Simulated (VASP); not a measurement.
Y, 1 atom in the cell. It takes space group I4/mmm (No. 139, tetragonal). The conventional cell has a = 3.233 Å, b = 3.233 Å, c = 4.970 Å, α = 90.00°, β = 90.00°, γ = 90.00°. Y (site symmetry 4/mmm) has 12 Y at 3.23 to 3.38 Å within 4.3 Å.  This cell differs from its parent crystal: strain -0.080 along x and y, +0.000 along z.

```yaml
Program: VASP 6.6.1
Task: single point
Functional: PBEsol
Potentials_or_basis: VASP PAW PBE potentials, release 64 (Y_sv)
Cutoff: 520 eV
k_mesh: 16 × 16 × 16
Occupations: gaussian, width 0.15 eV
Spin: no spin polarisation
Dipole_correction: no
Further_INCAR_settings: ALGO = Normal; EDIFF = 1e-06; NBANDS = 12
```

Potentials or basis: VASP PAW PBE potentials, release 64 (Y_sv).

Command:

```console
$ cat potpaw_PBE.64/Y_sv/POTCAR > POTCAR
$ mpirun -np 1 vasp_std > vasp.out
```

Hardware: 1 thread of Intel(R) Xeon(R) 6975P-C (Granite Rapids) (shared host).

Q: How long does it take, and how much memory?

A: Run time: 37 s on 1 thread of Intel(R) Xeon(R) 6975P-C (Granite Rapids) (shared host), peak memory 0.26 GiB. Counts: scf iterations 12, k points 349.
